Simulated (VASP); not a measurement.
Set up this calculation in VASP 6.6.1, as the native input.

| Quantity | Value |
| --- | --- |
| Task | relaxation of cell and atoms |
| Functional | r2SCAN |
| Potentials or basis | VASP PAW PBE potentials, release 64 (Ta_pv, N) |
| Cutoff | 600 eV |
| k mesh | 6 × 6 × 6 |
| Occupations | gaussian, width 0.1 eV |
| Spin | no spin polarisation |
| Dipole correction | no |
| Further INCAR settings | ALGO = Normal; EDIFF = 1e-07; IBRION = 2; EDIFFG = -0.04; NSW = 90; ISIF = 3 |

Crystal: TaN.

```
Ta N
1.0
     0.00000    2.17900    2.17900
     2.17900    0.00000    2.17900
     2.17900    2.17900    0.00000
Ta N
1 1
Direct
  0.50000 0.50000 0.50000
  0.00000 0.00000 0.00000
```

These files were run (other wordings do the same):

POSCAR

```
TaN
1.0
    0.0000000000      2.1790000000      2.1790000000
    2.1790000000      0.0000000000      2.1790000000
    2.1790000000      2.1790000000      0.0000000000
Ta N
1 1
Direct
    0.5000000000      0.5000000000      0.5000000000
    0.0000000000      0.0000000000      0.0000000000
```

INCAR.step1

```
SYSTEM = TaN
ALGO = Normal ; EDIFF = 1E-4
ENCUT = 600 ; GGA = PE
ISMEAR = 0 ; LASPH = .TRUE.
LCHARG = .FALSE. ; LREAL = .FALSE.
LWAVE = .TRUE. ; NELM = 100
PREC = Accurate ; SIGMA = 0.1
```

INCAR.step2

```
SYSTEM = TaN
ALGO = Normal ; EDIFF = 1E-7
EDIFFG = -0.04 ; ENCUT = 600
IBRION = 2 ; ISIF = 3
ISMEAR = 0 ; ISTART = 1
LASPH = .TRUE. ; LCHARG = .FALSE.
LMIXTAU = .TRUE. ; LREAL = .FALSE.
LWAVE = .FALSE. ; METAGGA = R2SCAN
NELM = 100 ; NSW = 90
PREC = Accurate ; SIGMA = 0.1
```

KPOINTS

```
k-points
0
G
  6 6 6
  0 0 0
```

Potentials or basis: VASP PAW PBE potentials, release 64 (Ta_pv, N).

Command:

```bash
$ cat potpaw_PBE.64/Ta_pv/POTCAR potpaw_PBE.64/N/POTCAR > POTCAR
$ cp INCAR.step1 INCAR
$ mpirun -np 1 vasp_std > vasp.out
$ cp INCAR.step2 INCAR
$ mpirun -np 1 vasp_std > vasp.out
```

It gave:

The relaxed volume is 10.71 Å³/atom. The relaxed cell is a = 3.117 Å, b = 3.117 Å, c = 3.117 Å, α = 60.00°, β = 60.00°, γ = 60.00°, the space group after relaxing (to 0.05 Å) is Fm-3m (No. 225) and the energy gained by relaxing is 13.2 meV/atom. The ionic steps are 3, the pressure after relaxing is -0.3 GPa and the band gap on the k mesh is zero (band 8 reaches 11.43 eV, above the bottom of band 9 at 7.39 eV).

Caveat: the k points lie up to 0.41 Å⁻¹ apart in the final cell; the PAW data sets were made with another functional, which shifts forces and pressure a little; spin-orbit coupling is left out, which moves the levels of the heavy elements.

Wall time 57 s on 1 thread of AMD EPYC 9R45 (Zen 5) (shared host), peak memory 0.14 GiB.
